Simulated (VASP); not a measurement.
Set up this calculation in VASP 6.6.1, as the native input.

```
Task                   : single point
Functional             : PBE
Potentials or basis    : VASP PAW PBE potentials, release 64 (Ga_d, N)
Cutoff                 : 520 eV
k mesh                 : 10 × 10 × 10
Occupations            : gaussian, width 0.05 eV
Spin                   : no spin polarisation
Dipole correction      : no
Further INCAR settings : ALGO = Normal; EDIFF = 1e-06; NBANDS = 16
```

The structure of GaN lies in POSCAR:

```
GaN
1.0
    0.0000000000      2.3661756379      2.3661756379
    2.3661756379      0.0000000000      2.3661756379
    2.3661756379      2.3661756379      0.0000000000
Ga N
1 1
Direct
    0.0000000000      0.0000000000      0.0000000000
    0.7500000000      0.7500000000      0.7500000000
```

This cell differs from its parent crystal: strain +0.050 along x and y, +0.050 along z.

These files were run (other wordings do the same):

INCAR

```
PREC = Accurate ; ENCUT = 520
EDIFF = 1E-6 ; ISMEAR = 0
SIGMA = 0.05 ; LREAL = F
LASPH = T ; NELM = 60
ALGO = Normal ; ISIF = 2
LWAVE = F ; LCHARG = F
GGA = PE ; NBANDS = 16
```

KPOINTS

```
Automatic mesh
0
Gamma
  10 10 10
```

Potentials or basis: VASP PAW PBE potentials, release 64 (Ga_d, N).

Run with:

```sh
$ cat potpaw_PBE.64/Ga_d/POTCAR potpaw_PBE.64/N/POTCAR > POTCAR
$ mpirun -np 1 vasp_std > vasp.out
```

It gave:

```yaml
Pressure: -15.4 GPa
Band_gap_on_the_k_mesh: 0.79 eV, direct
```

Caveat: the cell differs from its parent crystal (strain +0.050 along x and y, +0.050 along z).

It took 28 s on 1 thread of Intel Xeon 8259CL, on a shared host, peak memory 0.16 GiB.
